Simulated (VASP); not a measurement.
Wanted: the native input for a VASP 6.6.1 run.

- Task: single point
- Functional: LDA
- Potentials or basis: VASP PAW LDA potentials, release 64 (Hf_pv, C)
- Cutoff: 520 eV
- k mesh: 14 × 14 × 14
- Occupations: fermi-dirac, width 0.03 eV
- Spin: collinear spin
- Starting moments: [0.3, 0.0] μB
- Fixed moment: 0.3 μB
- Dipole correction: no
- Further INCAR settings: ALGO = Normal; EDIFF = 1e-06; NBANDS = 18

The structure of HfC lies in POSCAR:

```
HfC
1.0
    0.0000000000      2.3250000000      2.3250000000
    2.3250000000      0.0000000000      2.3250000000
    2.3250000000      2.3250000000      0.0000000000
Hf C
1 1
Direct
    0.5000000000      0.5000000000      0.5000000000
    0.0000000000      0.0000000000      0.0000000000
```

The input as run:

INCAR

```
  PREC = Accurate
  ENCUT = 520
  EDIFF = 1E-6
  ISMEAR = -1
  SIGMA = 0.03
  LREAL = False
  LASPH = True
  NELM = 150
  ALGO = Normal
  ISIF = 2
  LWAVE = False
  LCHARG = True
  ISPIN = 2
  MAGMOM = 0.3 0
  LORBIT = 11
  NUPDOWN = 0.3
  LMAXMIX = 4
  GGA = CA
  LELF = True
  LVHAR = True
  NBANDS = 18
```

KPOINTS

```
regular mesh
0
Gamma
  14 14 14
```

Potentials or basis: VASP PAW LDA potentials, release 64 (Hf_pv, C).

The run is started by

```console
$ cat potpaw_LDA.64/Hf_pv/POTCAR potpaw_LDA.64/C/POTCAR > POTCAR
$ mpirun -np 1 vasp_std > vasp.out
```

Results of the run:

* Pressure: -11.3 GPa
* Net moment: 0.30 μB per cell
* Site moments: Hf +0.09; C +0.11 μB
* Valence electrons inside the program's atomic spheres: Hf 8.64; C 2.37

Caveat: the cell stands under tension; the total moment is fixed, so each spin has its own Fermi level.

It took 70 s on 1 thread of Intel Xeon 8259CL (shared host), peak memory 0.19 GiB.
